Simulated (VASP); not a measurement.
Crystal: CuO.

```
Cu O
1.0
     2.55255    0.00000    0.00000
     0.00000    2.55255    0.00000
     0.00000    0.00000    2.55255
Cu O
1 1
Direct
  0.00000 0.00000 0.00000
  0.50000 0.50000 0.50000
```

| Item | Value |
| --- | --- |
| Program | VASP 6.6.1 |
| Task | relaxation of cell and atoms |
| Functional | PBE |
| Potentials or basis | VASP PAW PBE potentials, release 64 (Cu_sv_GW, O) |
| Cutoff | 820 eV |
| k mesh | 10 × 10 × 10 |
| Occupations | fermi-dirac, width 0.05 eV |
| Spin | no spin polarisation |
| Hubbard terms | Cu d U = 1.0 eV |

At the start: pressure 19.2 GPa; volume 8.32 Å³/atom.

Problem. Where does the relaxation end?

Solution. Over 3 steps the energy falls by 40.8 meV/atom and the volume is 9.05 Å³/atom (+8.8 %); space group Pm-3m (No. 221, to 0.1 Å) before and after.

The path:
| step | energy change (eV) | largest force (eV/Å) | pressure (GPa) | volume (Å³) |
| --- | --- | --- | --- | --- |
| 1 | 0.0000 | 0.0000 | 19.23 | 16.63 |
| 2 | -0.0491 | 0.0000 | -9.24 | 19.15 |
| 3 | -0.0815 | 0.0000 | -0.11 | 18.10 |

Final structure:
```yaml
crystal:
  lattice:
    - [2.62559, 0.00000, 0.00000]
    - [0.00000, 2.62559, 0.00000]
    - [0.00000, 0.00000, 2.62559]
  atoms:
    - { symbol: Cu, position: [0.00000, 0.00000, 0.00000] }
    - { symbol: O, position: [0.50000, 0.50000, 0.50000] }
```

Caveat: an odd number of electrons without spin polarisation forces a metal; a magnetic or distorted state may lie lower; U without spin polarisation on a metal has little footing.
